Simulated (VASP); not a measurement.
Input of a VASP 6.6.1 run:

INCAR

```
PREC = Accurate ; ENCUT = 600
EDIFF = 1E-7 ; ISMEAR = 0
SIGMA = 0.1 ; LREAL = F
LASPH = T ; NELM = 80
ALGO = Normal ; ISIF = 3
LWAVE = F ; LCHARG = F
GGA = PE ; IBRION = 2
NSW = 90 ; EDIFFG = -0.04
```

KPOINTS

```
regular mesh
0
Gamma
  8 8 4
```

POSCAR

```
P
1.0
    2.2127766300      0.0000000000      0.0000000000
    0.0000000000      2.2127766300      0.0000000000
    0.0000000000      0.0000000000      3.7833480700
P
1
Direct
    0.0000000000      0.0000000000      0.5000000000
```

Potentials or basis: VASP PAW PBE potentials, release 64 (P).

Run with:

```console
$ cat potpaw_PBE.64/P/POTCAR > POTCAR
$ mpirun -np 1 vasp_std > vasp.out
```

Q: Predict the band gap on the k mesh.

A: Zero (an odd number of electrons rules out a gap without spin polarisation).

Q: Predict the space group after relaxing (to 0.1 Å).

A: P4/mmm (No. 123).

Q: Estimate the relaxed cell.

A: a = 2.383 Å, b = 2.383 Å, c = 2.578 Å, α = 90.00°, β = 90.00°, γ = 90.00°.

Stress tensor (GPa, compression positive):
```
0.10 0.00 0.00
0.00 0.10 0.00
0.00 0.00 0.02
```

Caveat: the k points lie up to 0.61 Å⁻¹ apart in the final cell, too coarse for converged energies and pressures of a metal; an odd number of electrons without spin polarisation forces a metal; a magnetic or distorted state may lie lower.
